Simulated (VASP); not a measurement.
Si2Mo, 3 atoms in the cell. Symmetry: I4/mmm, No. 139, tetragonal system. Conventional cell: a = 3.103 Å, b = 3.103 Å, c = 7.651 Å, α = 90.00°, β = 90.00°, γ = 90.00°. Within 3.3 Å of Si (site symmetry 4mm) lie 5 Mo at 2.54 to 2.56 Å and 9 Si at 2.54 to 3.10 Å. Mo (site symmetry 4/mmm) has 10 Si at 2.54 to 2.56 Å and 4 Mo at 3.10 Å within 3.3 Å. 

* Program: VASP 6.6.1
* Task: single point
* Functional: PBEsol
* Potentials or basis: VASP PAW PBE potentials, release 64 (Si, Mo_sv)
* Cutoff: 520 eV
* k mesh: 18 × 18 × 18
* Occupations: gaussian, width 0.1 eV
* Spin: no spin polarisation
* Dipole correction: no
* Further INCAR settings: ALGO = Normal; EDIFF = 1e-06; NBANDS = 18

Potentials or basis: VASP PAW PBE potentials, release 64 (Si, Mo_sv).

Run with:

```sh
$ cat potpaw_PBE.64/Si/POTCAR potpaw_PBE.64/Mo_sv/POTCAR > POTCAR
$ mpirun -np 1 vasp_std > vasp.out
```

Hardware: 1 thread of Intel Xeon 8259CL, on a shared host.

Problem. Estimate the wall time of this run.

Solution. It took 19 min on 1 thread of Intel Xeon 8259CL, on a shared host, peak memory 0.44 GiB. Counts: scf iterations 13, k points 480.
